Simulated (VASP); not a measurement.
# MgAl2Sb2 (P-3m1) in VASP: further runs

The runs below take MgAl2Sb2 through single point, with PBEsol.

Everything below comes from runs of VASP 6.6.1. Logs are shortened: lines on timing, memory, paths and dates and some standing lists are left out, and cuts for length are marked.

**1. The cell of the first run**

It takes space group P-3m1 (No. 164, trigonal). The conventional cell has a = 4.604 Å, b = 4.604 Å, c = 7.086 Å, α = 90.00°, β = 90.00°, γ = 120.00°. Within 4.1 Å of Mg (site symmetry -3m) lie 6 Sb at 3.12 Å and 6 Al at 3.74 Å. Within 3.7 Å of Al (site symmetry 3m) lie 4 Sb at 2.83 to 2.84 Å and 3 Al at 3.23 Å. Sb (site symmetry 3m) has 4 Al at 2.83 to 2.84 Å and 3 Mg at 3.12 Å within 3.7 Å.

**2. Single point, PBEsol**

The input, INCAR:

```
SYSTEM = MgAl2Sb2
PREC     = Accurate       ! precision mode
ENCUT    = 520            ! plane-wave cutoff, eV
EDIFF    = 1E-6           ! SCF threshold, eV
ISMEAR   = -1             ! smearing method
SIGMA    = 0.15           ! smearing width, eV
LREAL    = .FALSE.        ! projectors in reciprocal space
LASPH    = .TRUE.         ! aspherical terms in the spheres
NELM     = 80             ! most SCF steps
ALGO     = Normal         ! electronic algorithm
ISIF     = 2              ! what is computed and relaxed
LWAVE    = .FALSE.        ! write WAVECAR
LCHARG   = .TRUE.         ! write CHGCAR
GGA      = PS             ! functional
LELF     = .TRUE.         ! ELF
LVHAR    = .TRUE.       
NBANDS   = 17             ! bands
```

The input, KPOINTS:

```
Automatic mesh
0
G
  6 6 4
  0 0 0
```

The input, POSCAR:

```
MgAl2Sb2
1.0
    4.6038420000      0.0000000000      0.0000000000
   -2.3019210000      3.9870440000      0.0000000000
    0.0000000000      0.0000000000      7.0863240000
Mg Al Sb
1 2 2
Direct
    0.0000000000      0.0000000000      0.0000000000
    0.6666666667      0.3333333333      0.3707880000
    0.3333333333      0.6666666667      0.6292120000
    0.6666666667      0.3333333333      0.7696890000
    0.3333333333      0.6666666667      0.2303110000
```

Potentials or basis: VASP PAW PBE potentials, release 64 (Mg, Al, Sb).

The run is started by

```
$ cat potpaw_PBE.64/Mg/POTCAR potpaw_PBE.64/Al/POTCAR potpaw_PBE.64/Sb/POTCAR > POTCAR
$ mpirun -np 1 vasp_std > vasp.out
```

OUTCAR:

```text
SYSTEM = MgAl2Sb2
   PREC = Accurate
   ENCUT = 520
   EDIFF = 1E-6
   ISMEAR = -1
   LREAL = .FALSE.
   LASPH = .TRUE.
   NELM = 80
   ISIF = 2
   GGA = PS

 ion  position               nearest neighbor table
   1  0.000  0.000  0.000-   5 3.12   4 3.12   5 3.12   4 3.12   4 3.12   5 3.12
   2  0.667  0.333  0.371-   4 2.83   5 2.84   5 2.84   5 2.84   3 3.23   3 3.23   3 3.23
   3  0.333  0.667  0.629-   5 2.83   4 2.84   4 2.84   4 2.84   2 3.23   2 3.23   2 3.23
   4  0.667  0.333  0.770-   2 2.83   3 2.84   3 2.84   3 2.84   1 3.12   1 3.12   1 3.12
   5  0.333  0.667  0.230-   3 2.83   2 2.84   2 2.84   2 2.84   1 3.12   1 3.12   1 3.12

  LATTYP: Found a hexagonal cell.
 ALAT       =     4.6038420000
 C/A-ratio  =     1.5392196344

  Lattice vectors:

 A1 = (   4.6038420000,   0.0000000000,   0.0000000000)
 A2 = (  -2.3019210000,   3.9870440000,   0.0000000000)
 A3 = (   0.0000000000,   0.0000000000,   7.0863240000)

Analysis of symmetry for initial positions (statically):
=====================================================================
 Subroutine PRICEL returns:
 Original cell was already a primitive cell.

 Routine SETGRP: Setting up the symmetry group for a
 hexagonal supercell.

 Subroutine GETGRP returns: Found 12 space group operations
 (whereof 12 operations were pure point group operations)
 out of a pool of 24 trial point group operations.

The static configuration has the point symmetry D_3d.

Analysis of symmetry for dynamics (positions and initial velocities):
=====================================================================
 Subroutine PRICEL returns:
 Original cell was already a primitive cell.

 Routine SETGRP: Setting up the symmetry group for a
 hexagonal supercell.

 Subroutine GETGRP returns: Found 12 space group operations
 (whereof 12 operations were pure point group operations)
 out of a pool of 24 trial point group operations.

The dynamic configuration has the point symmetry D_3d.

 Subroutine INISYM returns: Found 12 space group operations
 (whereof 12 operations are pure point group operations),
 and found     1 'primitive' translations

----------------------------------------------------------------------------------------

                                     Primitive cell

  volume of cell :     130.0746

  direct lattice vectors                    reciprocal lattice vectors
     4.603842000  0.000000000  0.000000000     0.217209887  0.125406191  0.000000000
[... 95 lines left out ...]
   IBRION =     -1    ionic relax: 0-MD 1-quasi-New 2-CG
   NFREE  =      0    steps in history (QN), initial steepest desc. (CG)
   ISIF   =      2    stress and relaxation
   ISYM   =      2    0-nonsym 1-usesym 2-fastsym
   POTIM  = 0.5000    time-step for ionic-motion
   TEBEG  =    0.0;   TEEND  =   0.0 temperature during run
   PSTRESS=    0.0 pullay stress
   NELECT =      18.0000    total number of electrons
   NUPDOWN=      -1.0000    fix difference up-down
   EMIN   =  10.00;   EMAX   =-10.00  energy-range for DOS
   EFERMI =   0.00;   METHOD = LEGACY
   ISMEAR =    -1;   SIGMA  =   0.15  broadening in eV -4-tet -1-fermi 0-gaus
   EFERMI_NEDOS =   21; number of points for ismear=-14 and -15
   IALGO  =     38    algorithm
   IMIX   =      4    mixing-type and parameters
     AMIX     =   0.40;   BMIX     =  1.00
     AMIX_MAG =   1.60;   BMIX_MAG =  1.00
  volume/ion in A,a.u.               =      26.01       175.56
  Fermi-wavevector in a.u.,A,eV,Ry     =   0.846775  1.600173  9.755764  0.717028
  Thomas-Fermi vector in A             =   1.962176
   LORBIT       =      0    0 simple, 1 ext, 2 COOP (PROOUT), +10 PAW based schemes
   GGA     = PS    functional components
   LHFCALC =     F    Hartree Fock is set to
   AEXX    =    0.0000 exact exchange contribution
   IVDW    =     0    specifies the selected vdW correction
   LEPSILON=     F    determine dielectric tensor
   LRPA    =     F    only Hartree local field effects (RPA)
 non-spin polarized calculation
  energy-cutoff  :      520.00
  volume of cell :      130.07
 maximum number of plane-waves:      3561
 NGX is ok and might be reduce to    36
   NGX = 17   NGY = 17   NGZ = 27

 number of electron      18.0000000 magnetization

 Free energy of the ion-electron system (eV)
  ---------------------------------------------------
  ext. energy  EPLUGINS =         0.00000000
  ---------------------------------------------------
  free energy    TOTEN  =       -18.89036069 eV

  energy without entropy =      -18.72929922  energy(sigma->0) =      -18.80982996

 E-fermi :   5.7385     XC(G=0):  -9.1368

 val. band max:        5.6841407347   @ k =   0.3333   0.3333   0.2500
 cond. band min:       5.7817761872   @ k =   0.3333   0.1667   0.2500
 fundamental gap:      0.0976354524
 Fermi energy:         5.7384761918

 k-point     1 :       0.0000    0.0000    0.0000
  band No.  band energies     occupation
      1      -5.7562      2.00000
      2      -4.2609      2.00000
      3      -0.6033      2.00000
      4       3.3073      2.00000
      5       3.3073      2.00000
      6       3.8849      1.99999
[... 457 lines left out ...]
      4      -0.5486      2.00000
      5       1.0779      2.00000
      6       1.1632      2.00000
[... 9 lines left out ...]
     16       9.4632      0.00000
     17       9.4632      0.00000

------------------------ aborting loop because EDIFF is reached ----------------------------------------

  FORCE on cell =-STRESS in cart. coord.  units (eV):
  Direction    XX          YY          ZZ          XY          YZ          ZX
  --------------------------------------------------------------------------------------
  -------------------------------------------------------------------------------------
  Total       -1.1691640     -1.1691639     -1.2150373     -0.0000000      0.0000000      0.0000000
  in kB      -14.4010305    -14.4010296    -14.9660696     -0.0000000      0.0000000      0.0000000
  external PRESSURE =     -14.5893766 kB  Pullay stress =       0.0000000 kB

 VOLUME and BASIS-vectors are now :
 -----------------------------------------------------------------------------
  energy-cutoff  :      520.00
  volume of cell :      130.07
      direct lattice vectors                 reciprocal lattice vectors
     4.603842000  0.000000000  0.000000000     0.217209887  0.125406191  0.000000000
    -2.301921000  3.987044000  0.000000000     0.000000000  0.250812381  0.000000000
     0.000000000  0.000000000  7.086324000     0.000000000  0.000000000  0.141116889

 POSITION                                       TOTAL-FORCE (eV/Angst)
 -----------------------------------------------------------------------------------
      0.00000      0.00000      0.00000        -0.000000      0.000000      0.000000
      2.30192      1.32901      2.62752         0.000000     -0.000000     -0.053177
     -0.00000      2.65803      4.45880         0.000000      0.000000      0.053177
      2.30192      1.32901      5.45427        -0.000000     -0.000000     -0.019320
     -0.00000      2.65803      1.63206         0.000000      0.000000      0.019320
 -----------------------------------------------------------------------------------
    total drift:                                0.000000     -0.000000     -0.000000

  FREE ENERGIE OF THE ION-ELECTRON SYSTEM (eV)
  ---------------------------------------------------
  free  energy   TOTEN  =       -18.8903606926 eV

  energy  without entropy=      -18.7292992186  energy(sigma->0) =      -18.80982996
```

OSZICAR:

```text
N       E                     dE             d eps       ncg     rms          rms(c)
DAV:   1     0.469179244966E+02    0.46918E+02   -0.60330E+03   816   0.813E+02
DAV:   2    -0.155891504080E+02   -0.62507E+02   -0.58223E+02  1009   0.122E+02
DAV:   3    -0.191347911594E+02   -0.35456E+01   -0.34764E+01  1108   0.301E+01
DAV:   4    -0.191781352121E+02   -0.43344E-01   -0.43319E-01   974   0.382E+00
DAV:   5    -0.191789996583E+02   -0.86445E-03   -0.86440E-03  1146   0.585E-01    0.406E+00
DAV:   6    -0.189516804896E+02    0.22732E+00   -0.24986E-01   918   0.197E+00    0.244E+00
DAV:   7    -0.188930166688E+02    0.58664E-01   -0.18877E-01  1046   0.170E+00    0.620E-01
DAV:   8    -0.188905035973E+02    0.25131E-02   -0.13289E-02   890   0.586E-01    0.207E-01
DAV:   9    -0.188903846868E+02    0.11891E-03   -0.10810E-03  1042   0.166E-01    0.497E-02
DAV:  10    -0.188903590681E+02    0.25619E-04   -0.15175E-04   927   0.524E-02    0.172E-02
DAV:  11    -0.188903604990E+02   -0.14308E-05   -0.11822E-05   983   0.181E-02    0.759E-03
DAV:  12    -0.188903606926E+02   -0.19362E-06   -0.13266E-06   692   0.596E-03
   1 F= -.18890361E+02 E0= -.18809830E+02  d E =-.161061E+00
```

stdout:

```text
POSCAR found type information on POSCAR MgAlSb
 POSCAR found :  3 types and       5 ions
 scaLAPACK will be used
 -----------------------------------------------------------------------------
|                                                                             |
|                                                                             |
|     You enforced a specific xc type in the INCAR file but a different       |
|     I HOPE YOU KNOW WHAT YOU ARE DOING!                                     |
|                                                                             |
 -----------------------------------------------------------------------------

 LDA part: xc-table for (Slater+PW92), standard interpolation
 POSCAR, INCAR and KPOINTS ok, starting setup
 FFT: planning ... GRIDC
 FFT: planning ... GRID_SOFT
 FFT: planning ... GRID
 WAVECAR not read
 entering main loop
```

Run time: 20 s. Hardware: 1 thread of Intel Xeon 6975P-C (Granite Rapids), shared host; peak memory 0.27 GiB.

What came out:

- Free energy: -18.8904 eV
- Pressure: -1.5 GPa
- Largest force: 0.053 eV/Å
- Band gap on the k mesh: zero (band 9 reaches 6.04 eV, above the bottom of band 10 at 5.02 eV)

Forces in eV/Å, atoms in the order of the input:
```
Mg   0.000  0.000  0.000
Al   0.000  0.000 -0.053
Al   0.000  0.000  0.053
Sb   0.000  0.000 -0.019
Sb   0.000  0.000  0.019
```

Caveat: the PAW data sets were made with another functional, which shifts forces and pressure a little; spin-orbit coupling is left out, which moves the levels of the heavy elements.

**3. Single point, PBEsol**

This run uses another cell than the first one, of 27.06 Å³/atom, 1.040 times its volume.

The input, INCAR:

```
PREC     = Accurate       # precision mode
ENCUT    = 520            # plane-wave cutoff, eV
EDIFF    = 1E-7           # SCF threshold, eV
ISMEAR   = -1             # smearing method
SIGMA    = 0.15           # smearing width, eV
LREAL    = False          # projectors in reciprocal space
LASPH    = True           # aspherical terms in the spheres
NELM     = 100            # most SCF steps
ALGO     = Normal         # electronic algorithm
ISIF     = 2              # what is computed and relaxed
LWAVE    = False          # write WAVECAR
LCHARG   = False          # write CHGCAR
GGA      = PS             # functional
NBANDS   = 17             # bands
```

The input, KPOINTS:

```
Automatic mesh
0
Gamma
  6 6 4
```

Edit POSCAR of step 2 so:

```diff
@@ -2,5 +2,5 @@
 1.0
-    4.6038420000      0.0000000000      0.0000000000
-   -2.3019210000      3.9870440000      0.0000000000
-    0.0000000000      0.0000000000      7.0863240000
+    4.6644258160      0.0000000000      0.0000000000
+   -2.3322129080      4.0395111220      0.0000000000
+    0.0000000000      0.0000000000      7.1795757991
 Mg Al Sb
```

Potentials or basis: VASP PAW PBE potentials, release 64 (Mg, Al, Sb).

The run is started by

```
$ cat potpaw_PBE.64/Mg/POTCAR potpaw_PBE.64/Al/POTCAR potpaw_PBE.64/Sb/POTCAR > POTCAR
$ mpirun -np 1 vasp_std > vasp.out
```

Run time: 21 s. Hardware: 1 thread of Intel Xeon 6975P-C (Granite Rapids), shared host; peak memory 0.27 GiB.

Results (log left out):

```yaml
Free_energy: -18.8175 eV
Pressure: -3.0 GPa
Largest_force: 0.140 eV/Å
Band_gap_on_the_k_mesh: zero (band 9 reaches 5.61 eV, above the bottom of band 10 at 4.65 eV)
```

Forces on the atoms (eV/Å):
```
Mg   0.000  0.000  0.000
Al   0.000  0.000 -0.044
Al   0.000  0.000  0.044
Sb   0.000  0.000 -0.140
Sb   0.000  0.000  0.140
```

Stress tensor (GPa, compression positive):
```
-2.95  0.00  0.00
 0.00 -2.95  0.00
 0.00  0.00 -3.05
```

Levels at points of the mesh, in eV from the Fermi level:
```
           k point  band 5  band 6  band 7  band 8  band 9  band 10  band 11  band 12  band 13  band 14
(0.00, 0.00, 0.00)   -2.31   -1.91   -1.19   -1.19   -0.81    -0.52     1.39     1.39     2.15     2.17
(0.50, 0.00, 0.00)   -4.23   -3.46   -3.43   -1.84   -1.26     0.49     1.21     1.46     3.39     3.40
(0.00, 0.00, 0.50)   -2.06   -2.06   -1.60   -1.54   -1.54    -0.13     1.35     1.35     1.76     1.76
(0.50, 0.00, 0.50)   -3.01   -2.85   -2.63   -2.29   -1.00    -0.70     0.18     1.08     3.14     4.13
```

Caveat: the PAW data sets were made with another functional, which shifts forces and pressure a little; spin-orbit coupling is left out, which moves the levels of the heavy elements.

**4. Single point, PBEsol**

This run uses another cell than the first one, of 28.10 Å³/atom, 1.080 times its volume.

The input, INCAR:

```
  PREC = Accurate
  ENCUT = 520
  EDIFF = 1E-6
  ISMEAR = -1
  SIGMA = 0.15
  LREAL = F
  LASPH = T
  NELM = 100
  ALGO = Normal
  ISIF = 2
  LWAVE = F
  LCHARG = F
  GGA = PS
  NBANDS = 17
```

KPOINTS is that of step 3.

Edit POSCAR of step 3 so:

```diff
@@ -2,5 +2,5 @@
 1.0
-    4.6644258160      0.0000000000      0.0000000000
-   -2.3322129080      4.0395111220      0.0000000000
-    0.0000000000      0.0000000000      7.1795757991
+    4.7234754494      0.0000000000      0.0000000000
+   -2.3617377247      4.0906496030      0.0000000000
+    0.0000000000      0.0000000000      7.2704661542
 Mg Al Sb
```

The run is started by

```
$ cat potpaw_PBE.64/Mg/POTCAR potpaw_PBE.64/Al/POTCAR potpaw_PBE.64/Sb/POTCAR > POTCAR
$ mpirun -np 1 vasp_std > vasp.out
```

Wall time 20 s (1 thread of Intel Xeon 6975P-C (Granite Rapids), shared host); peak memory 0.27 GiB.

Results (log left out):

| Item | Value |
| --- | --- |
| Free energy | -18.7001 eV |
| Pressure | -4.2 GPa |
| Largest force | 0.242 eV/Å |
| Band gap on the k mesh | zero (band 9 reaches 5.20 eV, above the bottom of band 10 at 4.30 eV) |

Forces on the atoms (eV/Å):
```
Mg   0.000  0.000  0.000
Al   0.000  0.000 -0.036
Al   0.000  0.000  0.036
Sb   0.000  0.000 -0.242
Sb   0.000  0.000  0.242
```

Stress tensor (GPa, compression positive):
```
-4.17  0.00  0.00
 0.00 -4.17  0.00
 0.00  0.00 -4.28
```

Levels at points of the mesh, in eV from the Fermi level:
```tsv
k point	band 5	band 6	band 7	band 8	band 9	band 10	band 11	band 12	band 13	band 14
(0.00, 0.00, 0.00)	-2.20	-1.96	-1.12	-1.12	-0.78	-0.68	1.44	1.44	2.12	2.17
(0.50, 0.00, 0.00)	-4.04	-3.33	-3.27	-1.75	-1.21	0.49	1.24	1.51	3.29	3.34
(0.00, 0.00, 0.50)	-1.95	-1.95	-1.68	-1.45	-1.45	-0.13	1.38	1.38	1.81	1.81
(0.50, 0.00, 0.50)	-2.86	-2.77	-2.50	-2.18	-0.99	-0.67	0.24	1.16	3.12	4.09
```

Caveat: the PAW data sets were made with another functional, which shifts forces and pressure a little; spin-orbit coupling is left out, which moves the levels of the heavy elements.

**5. Single point, PBEsol**

This run uses another cell than the first one, of 29.14 Å³/atom, 1.120 times its volume.

The input, INCAR:

```
SYSTEM = MgAl2Sb2
PREC     = Accurate       ! precision mode
ENCUT    = 520            ! plane-wave cutoff, eV
EDIFF    = 1E-6           ! SCF threshold, eV
ISMEAR   = -1             ! smearing method
SIGMA    = 0.15           ! smearing width, eV
LREAL    = .FALSE.        ! projectors in reciprocal space
LASPH    = .TRUE.         ! aspherical terms in the spheres
NELM     = 60             ! most SCF steps
ALGO     = Normal         ! electronic algorithm
ISIF     = 2              ! what is computed and relaxed
LWAVE    = .FALSE.        ! write WAVECAR
LCHARG   = .FALSE.        ! write CHGCAR
GGA      = PS             ! functional
NBANDS   = 17             ! bands
```

The input, KPOINTS:

```
Automatic mesh
0
G
  6 6 4
  0 0 0
```

Edit POSCAR of step 4 so:

```diff
@@ -2,5 +2,5 @@
 1.0
-    4.7234754494      0.0000000000      0.0000000000
-   -2.3617377247      4.0906496030      0.0000000000
-    0.0000000000      0.0000000000      7.2704661542
+    4.7810844862      0.0000000000      0.0000000000
+   -2.3905422431      4.1405404908      0.0000000000
+    0.0000000000      0.0000000000      7.3591391148
 Mg Al Sb
```

The run is started by

```
$ cat potpaw_PBE.64/Mg/POTCAR potpaw_PBE.64/Al/POTCAR potpaw_PBE.64/Sb/POTCAR > POTCAR
$ mpirun -np 1 vasp_std > vasp.out
```

Run time: 20 s. Hardware: 1 thread of Intel Xeon 6975P-C (Granite Rapids), shared host; peak memory 0.27 GiB.

The run converged. Its results:

| Quantity | Value |
| --- | --- |
| Free energy | -18.5469 eV |
| Pressure | -5.2 GPa |
| Largest force | 0.326 eV/Å |
| Band gap on the k mesh | zero (band 9 reaches 4.82 eV, above the bottom of band 10 at 3.89 eV) |

Forces in eV/Å, atoms in the order of the input:
```
Mg   0.000  0.000  0.000
Al   0.000  0.000 -0.027
Al   0.000  0.000  0.027
Sb   0.000  0.000 -0.326
Sb   0.000  0.000  0.326
```

Stress tensor (GPa, compression positive):
```
-5.16  0.00  0.00
 0.00 -5.16  0.00
 0.00  0.00 -5.27
```

Levels at points of the mesh, in eV from the Fermi level:
| k point | band 5 | band 6 | band 7 | band 8 | band 9 | band 10 | band 11 | band 12 | band 13 | band 14 |
| --- | --- | --- | --- | --- | --- | --- | --- | --- | --- | --- |
| (0.00, 0.00, 0.00) | -2.09 | -2.01 | -1.06 | -1.06 | -0.82 | -0.74 | 1.49 | 1.49 | 2.08 | 2.18 |
| (0.50, 0.00, 0.00) | -3.86 | -3.20 | -3.12 | -1.66 | -1.16 | 0.48 | 1.26 | 1.56 | 3.19 | 3.29 |
| (0.00, 0.00, 0.50) | -1.86 | -1.86 | -1.75 | -1.37 | -1.37 | -0.14 | 1.41 | 1.41 | 1.86 | 1.86 |
| (0.50, 0.00, 0.50) | -2.73 | -2.69 | -2.38 | -2.07 | -0.98 | -0.65 | 0.29 | 1.23 | 3.10 | 4.04 |

Caveat: the PAW data sets were made with another functional, which shifts forces and pressure a little; spin-orbit coupling is left out, which moves the levels of the heavy elements.

**6. Summary**

```tsv
cell	gap on the mesh (eV)	pressure (GPa)	largest force (eV/Å)
a = 4.604, b = 4.604, c = 7.086 Å, angles 90.0, 90.0, 120.0°, 5 atoms	none	-1.5	0.05
a = 4.664, b = 4.664, c = 7.180 Å, angles 90.0, 90.0, 120.0°, 5 atoms	none	-3.0	0.14
a = 4.723, b = 4.723, c = 7.270 Å, angles 90.0, 90.0, 120.0°, 5 atoms	none	-4.2	0.24
a = 4.781, b = 4.781, c = 7.359 Å, angles 90.0, 90.0, 120.0°, 5 atoms	none	-5.2	0.33
```

Alike in all rows: task single point; level PBEsol; potentials or basis VASP PAW PBE potentials, release 64 (Mg, Al, Sb); no spin polarisation; k mesh 6 × 6 × 4; cutoff (eV) 520; smearing fermi-dirac 0.15 eV.

Caveats: the PAW data sets were made with another functional, which shifts forces and pressure a little; spin-orbit coupling is left out, which moves the levels of the heavy elements.

Total energies depend on the potentials used, so only differences within one code and one set of settings carry meaning.
